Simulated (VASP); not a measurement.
# Pd (P6_3/mmc) in VASP: a series of runs, part 2 of 2

VASP 6.6.1.

**3. Single point, PBEsol**

INCAR

```
SYSTEM = Pd
  PREC = Accurate
  ENCUT = 520
  EDIFF = 1E-6
  ISMEAR = -1
  SIGMA = 0.05
  LREAL = .False.
  LASPH = .True.
  NELM = 100
  ALGO = Normal
  ISIF = 2
  LWAVE = .False.
  LCHARG = .True.
  GGA = PS
  LELF = .True.
  LVHAR = .True.
  NBANDS = 17
```

KPOINTS

```
regular mesh
0
Gamma
  6 6 4
  0 0 0
```

POSCAR

```
Pd
1.0
    2.7836650458      0.0000000000      0.0000000000
   -1.3918325229      2.4107246453      0.0000000000
    0.0000000000      0.0000000000      4.6288930000
Pd
2
Direct
    0.3333333333      0.6666666667      0.2500000000
    0.6666666667      0.3333333333      0.7500000000
```

Potentials or basis: VASP PAW PBE potentials, release 64 (Pd).

Command:

```bash
$ cat potpaw_PBE.64/Pd/POTCAR > POTCAR
$ mpirun -np 1 vasp_std > vasp.out
```

OUTCAR:

```text
SYSTEM = Pd
   PREC = Accurate
   ENCUT = 520
   EDIFF = 1E-6
   ISMEAR = -1
   LREAL = .False.
   LASPH = .True.
   NELM = 100
   ISIF = 2
   GGA = PS

 ion  position               nearest neighbor table
   1  0.333  0.667  0.250-   2 2.82   2 2.82   2 2.82   2 2.82   2 2.82   2 2.82
   2  0.667  0.333  0.750-   1 2.82   1 2.82   1 2.82   1 2.82   1 2.82   1 2.82

  LATTYP: Found a hexagonal cell.
 ALAT       =     2.7836650458
 C/A-ratio  =     1.6628771507

  Lattice vectors:

 A1 = (   2.7836650458,   0.0000000000,   0.0000000000)
 A2 = (  -1.3918325229,   2.4107246453,   0.0000000000)
 A3 = (   0.0000000000,   0.0000000000,   4.6288930000)

Analysis of symmetry for initial positions (statically):
=====================================================================
 Subroutine PRICEL returns:
 Original cell was already a primitive cell.

 Routine SETGRP: Setting up the symmetry group for a
 hexagonal supercell.

 Subroutine GETGRP returns: Found 24 space group operations
 (whereof 12 operations were pure point group operations)
 out of a pool of 24 trial point group operations.

The static configuration has the point symmetry D_3d.
 The point group associated with its full space group is D_6h.

Analysis of symmetry for dynamics (positions and initial velocities):
=====================================================================
 Subroutine PRICEL returns:
 Original cell was already a primitive cell.

 Routine SETGRP: Setting up the symmetry group for a
 hexagonal supercell.

 Subroutine GETGRP returns: Found 24 space group operations
 (whereof 12 operations were pure point group operations)
 out of a pool of 24 trial point group operations.

The dynamic configuration has the point symmetry D_3d.
 The point group associated with its full space group is D_6h.

 Subroutine INISYM returns: Found 24 space group operations
 (whereof 12 operations are pure point group operations),
 and found     1 'primitive' translations

----------------------------------------------------------------------------------------

                                     Primitive cell

  volume of cell :      31.0629

  direct lattice vectors                    reciprocal lattice vectors
     2.783665046  0.000000000  0.000000000     0.359238624  0.207406516  0.000000000
    -1.391832523  2.410724645  0.000000000     0.000000000  0.414813032  0.000000000
     0.000000000  0.000000000  4.628893000     0.000000000  0.000000000  0.216034374

  length of vectors
     2.783665046  2.783665046  4.628893000     0.414813032  0.414813032  0.216034374

  position of ions in fractional coordinates (direct lattice)
     0.333333333  0.666666667  0.250000000
     0.666666667  0.333333333  0.750000000

  ion indices of the primitive-cell ions
   primitive index   ion index
                 1           1
                 2           2

----------------------------------------------------------------------------------------

 KPOINTS: regular mesh

Automatic generation of k-mesh.
 Grid dimensions read from file:
 generate k-points for:    6    6    4

 Generating k-lattice:

  Cartesian coordinates                     Fractional coordinates (reciprocal lattice)
     0.059873104  0.034567753  0.000000000     0.166666667  0.000000000  0.000000000
     0.000000000  0.069135505  0.000000000     0.000000000  0.166666667  0.000000000
     0.000000000  0.000000000  0.054008593     0.000000000  0.000000000  0.250000000

  Length of vectors
     0.069135505  0.069135505  0.054008593

  Shift w.r.t. Gamma in fractional coordinates (k-lattice)
     0.000000000  0.000000000  0.000000000

 Subroutine IBZKPT returns following result:
 ===========================================

 Found     21 irreducible k-points:

 Following reciprocal coordinates:
            Coordinates               Weight
  0.000000  0.000000  0.000000      1.000000
  0.166667  0.000000  0.000000      6.000000
  0.333333  0.000000  0.000000      6.000000
  0.500000  0.000000  0.000000      3.000000
  0.166667  0.166667  0.000000      6.000000
  0.333333  0.166667  0.000000     12.000000
[... 13 lines left out ...]
  0.333333  0.166667  0.500000     12.000000
  0.333333  0.333333  0.500000      2.000000
   k-points           NKPTS =     21   k-points in BZ     NKDIM =     21   number of bands    NBANDS=     17
   number of dos      NEDOS =    301   number of ions     NIONS =      2
   total plane-waves  NPLWV =  20736
   dimension x,y,z NGX =    24 NGY =   24 NGZ =   36
   dimension x,y,z NGXF=    48 NGYF=   48 NGZF=   72
   ions per type =               2
   NGX,Y,Z   is equivalent  to a cutoff of  14.33, 14.33, 12.93 a.u.
   NGXF,Y,Z  is equivalent  to a cutoff of  28.67, 28.67, 25.86 a.u.
 SYSTEM =  Pd
   PREC   = accura    normal or accurate (medium, high low for compatibility)
   ISTART =      0    job   : 0-new  1-cont  2-samecut
   ICHARG =      2    charge: 1-file 2-atom 10-const
   ISPIN  =      1    spin polarized calculation?
   LNONCOLLINEAR =      F non collinear calculations
   LSORBIT =      F    spin-orbit coupling
   LASPH  =      T    aspherical Exc in radial PAW
   ENCUT  =  520.0 eV  38.22 Ry    6.18 a.u.   5.18  5.18  8.61*2*pi/ulx,y,z
   NELM   =    100;   NELMIN=  2; NELMDL= -5     # of ELM steps
   EDIFF  = 0.1E-05   stopping-criterion for ELM
   LREAL  =      F    real-space projection
   EDIFFG = 0.1E-04   stopping-criterion for IOM
   NSW    =      0    number of steps for IOM
   IBRION =     -1    ionic relax: 0-MD 1-quasi-New 2-CG
   NFREE  =      0    steps in history (QN), initial steepest desc. (CG)
   ISIF   =      2    stress and relaxation
   ISYM   =      2    0-nonsym 1-usesym 2-fastsym
   POTIM  = 0.5000    time-step for ionic-motion
   TEBEG  =    0.0;   TEEND  =   0.0 temperature during run
   PSTRESS=    0.0 pullay stress
   NELECT =      20.0000    total number of electrons
   NUPDOWN=      -1.0000    fix difference up-down
   EMIN   =  10.00;   EMAX   =-10.00  energy-range for DOS
   EFERMI =   0.00;   METHOD = LEGACY
   ISMEAR =    -1;   SIGMA  =   0.05  broadening in eV -4-tet -1-fermi 0-gaus
   EFERMI_NEDOS =   21; number of points for ismear=-14 and -15
   IALGO  =     38    algorithm
   IMIX   =      4    mixing-type and parameters
     AMIX     =   0.40;   BMIX     =  1.00
     AMIX_MAG =   1.60;   BMIX_MAG =  1.00
  volume/ion in A,a.u.               =      15.53       104.81
  Fermi-wavevector in a.u.,A,eV,Ry     =   1.413636  2.671385 27.189429  1.998367
  Thomas-Fermi vector in A             =   2.535261
   LORBIT       =      0    0 simple, 1 ext, 2 COOP (PROOUT), +10 PAW based schemes
   GGA     = PS    functional components
   LHFCALC =     F    Hartree Fock is set to
   AEXX    =    0.0000 exact exchange contribution
   IVDW    =     0    specifies the selected vdW correction
   LEPSILON=     F    determine dielectric tensor
   LRPA    =     F    only Hartree local field effects (RPA)
 non-spin polarized calculation
  energy-cutoff  :      520.00
  volume of cell :       31.06
 maximum number of plane-waves:       854
 NGX is ok and might be reduce to    24
   NGX = 11   NGY = 11   NGZ = 17

 number of electron      20.0000008 magnetization

 Free energy of the ion-electron system (eV)
  ---------------------------------------------------
  ext. energy  EPLUGINS =         0.00000000
  ---------------------------------------------------
  free energy    TOTEN  =       -11.82581703 eV

  energy without entropy =      -11.78048217  energy(sigma->0) =      -11.80314960

 E-fermi :   8.7438     XC(G=0): -13.0652

 val. band max:        8.7426534562   @ k =   0.5000   0.0000   0.0000
 cond. band min:       8.7460958434   @ k =   0.3333   0.1667   0.5000
 fundamental gap:      0.0034423872
 Fermi energy:         8.7438218461

 k-point     1 :       0.0000    0.0000    0.0000
  band No.  band energies     occupation
      1       1.9272      2.00000
      2       3.8011      2.00000
      3       6.0329      2.00000
      4       6.2044      2.00000
      5       6.2044      2.00000
      6       6.5321      2.00000
[... 9 lines left out ...]
     16      28.1646      0.00000
     17      30.4269      0.00000
[... 381 lines left out ...]
 k-point    21 :       0.3333    0.3333    0.5000
  band No.  band energies     occupation
      1       4.9661      2.00000
      2       4.9661      2.00000
      3       5.3792      2.00000
      4       5.3792      2.00000
      5       6.1371      2.00000
      6       6.1371      2.00000
[... 9 lines left out ...]
     16      17.7523      0.00000
     17      27.9615      0.00000

------------------------ aborting loop because EDIFF is reached ----------------------------------------

  FORCE on cell =-STRESS in cart. coord.  units (eV):
  Direction    XX          YY          ZZ          XY          YZ          ZX
  --------------------------------------------------------------------------------------
  -------------------------------------------------------------------------------------
  Total       -2.3192223     -2.3192223     -1.8723913      0.0000000      0.0000000      0.0000000
  in kB     -119.6220481   -119.6220481    -96.5751692      0.0000000      0.0000000      0.0000000
  external PRESSURE =    -111.9397552 kB  Pullay stress =       0.0000000 kB

 VOLUME and BASIS-vectors are now :
 -----------------------------------------------------------------------------
  energy-cutoff  :      520.00
  volume of cell :       31.06
      direct lattice vectors                 reciprocal lattice vectors
     2.783665046  0.000000000  0.000000000     0.359238624  0.207406516  0.000000000
    -1.391832523  2.410724645  0.000000000     0.000000000  0.414813032  0.000000000
     0.000000000  0.000000000  4.628893000     0.000000000  0.000000000  0.216034374

 POSITION                                       TOTAL-FORCE (eV/Angst)
 -----------------------------------------------------------------------------------
     -0.00000      1.60715      1.15722        -0.000000      0.000000      0.000000
      1.39183      0.80357      3.47167         0.000000     -0.000000      0.000000
 -----------------------------------------------------------------------------------
    total drift:                               -0.000000      0.000000     -0.000000

  FREE ENERGIE OF THE ION-ELECTRON SYSTEM (eV)
  ---------------------------------------------------
  free  energy   TOTEN  =       -11.8258170273 eV

  energy  without entropy=      -11.7804821722  energy(sigma->0) =      -11.80314960
```

Run time: 8.3 s. Hardware: 1 thread of Intel Xeon 6975P-C (Granite Rapids), shared host; peak memory 0.15 GiB.

What came out:

* Free energy: -11.8258 eV
* Pressure: -11.2 GPa
* Band gap on the k mesh: zero (band 10 reaches 8.92 eV, above the bottom of band 11 at 8.10 eV)

Levels at points of the mesh, in eV from the Fermi level:
```tsv
k point	band 7	band 8	band 9	band 10	band 11	band 12	band 13	band 14
(0.00, 0.00, 0.00)	-2.21	-1.55	-1.55	-0.21	-0.21	0.92	6.61	17.04
(0.50, 0.00, 0.00)	-1.64	0.00	0.04	0.18	2.51	4.35	9.34	9.66
(0.00, 0.00, 0.50)	-2.58	-2.58	-0.65	-0.65	-0.65	-0.65	13.67	13.67
(0.50, 0.00, 0.50)	-0.42	-0.42	0.11	0.11	2.60	2.60	7.84	7.84
```

Caveat: the k points lie up to 0.43 Å⁻¹ apart; the PAW data sets were made with another functional, which shifts forces and pressure a little.

**4. Single point, r2SCAN**

POSCAR is that of step 3.

INCAR.step1

```
SYSTEM = Pd
  ALGO = Normal
  EDIFF = 1E-4
  ENCUT = 520
  GGA = PE
  ISMEAR = -1
  LASPH = .TRUE.
  LCHARG = .FALSE.
  LREAL = .FALSE.
  LWAVE = .TRUE.
  NBANDS = 17
  NELM = 100
  PREC = Accurate
  SIGMA = 0.05
```

INCAR.step2

```
SYSTEM = Pd
  ALGO = Normal
  EDIFF = 1E-6
  ENCUT = 520
  ISIF = 2
  ISMEAR = -1
  ISTART = 1
  LASPH = .TRUE.
  LCHARG = .FALSE.
  LMIXTAU = .TRUE.
  LREAL = .FALSE.
  LWAVE = .FALSE.
  METAGGA = R2SCAN
  NBANDS = 17
  NELM = 100
  PREC = Accurate
  SIGMA = 0.05
```

KPOINTS

```
k-points
0
G
  6 6 4
  0 0 0
```

Potentials or basis: VASP PAW PBE potentials, release 64 (Pd).

Command:

```bash
$ cat potpaw_PBE.64/Pd/POTCAR > POTCAR
$ cp INCAR.step1 INCAR
$ mpirun -np 1 vasp_std > vasp.out
$ cp INCAR.step2 INCAR
$ mpirun -np 1 vasp_std > vasp.out
```

OUTCAR:

```text
SYSTEM = Pd
   EDIFF = 1E-6
   ENCUT = 520
   ISIF = 2
   ISMEAR = -1
   ISTART = 1
   LASPH = .TRUE.
   LREAL = .FALSE.
   METAGGA = R2SCAN
   NELM = 100
   PREC = Accurate

 ion  position               nearest neighbor table
   1  0.333  0.667  0.250-   2 2.82   2 2.82   2 2.82   2 2.82   2 2.82   2 2.82
   2  0.667  0.333  0.750-   1 2.82   1 2.82   1 2.82   1 2.82   1 2.82   1 2.82

  LATTYP: Found a hexagonal cell.
 ALAT       =     2.7836650458
 C/A-ratio  =     1.6628771507

  Lattice vectors:

 A1 = (   2.7836650458,   0.0000000000,   0.0000000000)
 A2 = (  -1.3918325229,   2.4107246453,   0.0000000000)
 A3 = (   0.0000000000,   0.0000000000,   4.6288930000)

Analysis of symmetry for initial positions (statically):
=====================================================================
 Subroutine PRICEL returns:
 Original cell was already a primitive cell.

 Routine SETGRP: Setting up the symmetry group for a
 hexagonal supercell.

 Subroutine GETGRP returns: Found 24 space group operations
 (whereof 12 operations were pure point group operations)
 out of a pool of 24 trial point group operations.

The static configuration has the point symmetry D_3d.
[... 157 lines left out ...]
  energy without entropy =      -45.78839127  energy(sigma->0) =      -45.81032192

 E-fermi :   8.7208     XC(G=0): -13.7682

 val. band max:        8.7163959211   @ k =   0.5000   0.0000   0.0000
 cond. band min:       8.7270716859   @ k =   0.3333   0.1667   0.5000
 fundamental gap:      0.0106757648
 Fermi energy:         8.7208099877

 k-point     1 :       0.0000    0.0000    0.0000
  band No.  band energies     occupation
      1       1.9723      2.00000
      2       3.7107      2.00000
      3       5.9620      2.00000
      4       6.1163      2.00000
      5       6.1163      2.00000
      6       6.4486      2.00000
[... 397 lines left out ...]
      4       5.3195      2.00000
      5       6.0835      2.00000
      6       6.0835      2.00000
[... 9 lines left out ...]
     16      18.3167      0.00000
     17      28.9707      0.00000

------------------------ aborting loop because EDIFF is reached ----------------------------------------

  FORCE on cell =-STRESS in cart. coord.  units (eV):
  Direction    XX          YY          ZZ          XY          YZ          ZX
  --------------------------------------------------------------------------------------
  -------------------------------------------------------------------------------------
  Total       -1.3708255     -1.3708255     -0.7731108     -0.0000000      0.0000000     -0.0000000
  in kB      -70.7051464    -70.7051464    -39.8759111     -0.0000000      0.0000000     -0.0000000
  external PRESSURE =     -60.4287346 kB  Pullay stress =       0.0000000 kB

 VOLUME and BASIS-vectors are now :
 -----------------------------------------------------------------------------
  energy-cutoff  :      520.00
  volume of cell :       31.06
      direct lattice vectors                 reciprocal lattice vectors
     2.783665046  0.000000000  0.000000000     0.359238624  0.207406516  0.000000000
    -1.391832523  2.410724645  0.000000000     0.000000000  0.414813032  0.000000000
     0.000000000  0.000000000  4.628893000     0.000000000  0.000000000  0.216034374

 POSITION                                       TOTAL-FORCE (eV/Angst)
 -----------------------------------------------------------------------------------
     -0.00000      1.60715      1.15722         0.000000      0.000000      0.000000
      1.39183      0.80357      3.47167        -0.000000     -0.000000      0.000000
 -----------------------------------------------------------------------------------
    total drift:                               -0.000000      0.000000     -0.000000

  FREE ENERGIE OF THE ION-ELECTRON SYSTEM (eV)
  ---------------------------------------------------
  free  energy   TOTEN  =       -45.8322525765 eV

  energy  without entropy=      -45.7883912696  energy(sigma->0) =      -45.81032192
```

OUTCAR.step1:

```text
SYSTEM = Pd
   EDIFF = 1E-4
   ENCUT = 520
   GGA = PE
   ISMEAR = -1
   LASPH = .TRUE.
   LREAL = .FALSE.
[... 637 lines left out ...]
     -0.00000      1.60715      1.15722        -0.000000      0.000000      0.000000
      1.39183      0.80357      3.47167         0.000000     -0.000000      0.000000
 -----------------------------------------------------------------------------------
    total drift:                               -0.000000      0.000000     -0.000000

  FREE ENERGIE OF THE ION-ELECTRON SYSTEM (eV)
  ---------------------------------------------------
  free  energy   TOTEN  =       -10.4071509287 eV

  energy  without entropy=      -10.3615580734  energy(sigma->0) =      -10.38435450
```

OSZICAR.step1:

```text
N       E                     dE             d eps       ncg     rms          rms(c)
DAV:   1     0.106648040614E+03    0.10665E+03   -0.10375E+04   714   0.114E+03
DAV:   2    -0.920078739725E+01   -0.11585E+03   -0.10901E+03   759   0.249E+02
DAV:   3    -0.109396881576E+02   -0.17389E+01   -0.17261E+01   820   0.335E+01
DAV:   4    -0.109501134334E+02   -0.10425E-01   -0.10424E-01   863   0.255E+00
DAV:   5    -0.109502713257E+02   -0.15789E-03   -0.15789E-03   840   0.333E-01    0.950E+00
DAV:   6    -0.104318950844E+02    0.51838E+00   -0.11233E+00   762   0.110E+01    0.463E+00
DAV:   7    -0.104127055801E+02    0.19190E-01   -0.12849E-02   824   0.105E+00    0.234E+00
DAV:   8    -0.104071788795E+02    0.55267E-02   -0.18249E-03   755   0.310E-01    0.100E-01
DAV:   9    -0.104071509287E+02    0.27951E-04   -0.45023E-05   547   0.690E-02
   1 F= -.10407151E+02 E0= -.10384355E+02  d E =-.455929E-01
```

Wall time 30 s (1 thread of Intel Xeon 6975P-C (Granite Rapids), shared host); peak memory 0.16 GiB.

What came out:

```
Free energy            : -45.8323 eV
Pressure               : -6.0 GPa
Band gap on the k mesh : zero (band 10 reaches 8.90 eV, above the bottom of band 11 at 8.03 eV)
```

Levels at points of the mesh, in eV from the Fermi level:
```tsv
k point	band 7	band 8	band 9	band 10	band 11	band 12	band 13	band 14
(0.00, 0.00, 0.00)	-2.27	-1.61	-1.61	-0.24	-0.24	1.30	7.03	17.99
(0.50, 0.00, 0.00)	-1.55	0.00	0.01	0.18	2.78	4.70	9.96	10.27
(0.00, 0.00, 0.50)	-2.63	-2.63	-0.69	-0.69	-0.69	-0.69	14.41	14.41
(0.50, 0.00, 0.50)	-0.39	-0.39	0.11	0.11	2.96	2.96	8.34	8.34
```

Caveat: the k points lie up to 0.43 Å⁻¹ apart; the PAW data sets were made with another functional, which shifts forces and pressure a little.

**5. Summary**

```csv
level,potentials or basis,gap on the mesh (eV),pressure (GPa)
LDA,"VASP PAW LDA potentials, release 64 (Pd)",none,-16.0
PBEsol,"VASP PAW PBE potentials, release 64 (Pd)",none,-11.2
r2SCAN,"VASP PAW PBE potentials, release 64 (Pd)",none,-6.0
```

Alike in all rows: task single point; no spin polarisation; cell as given; k mesh 6 × 6 × 4; cutoff (eV) 520; smearing fermi-dirac 0.05 eV.

Caveats: all runs use coarse meshes; the PAW data sets were made with another functional, which shifts forces and pressure a little (some runs).

Total energies depend on the potentials used, so only differences within one code and one set of settings carry meaning.
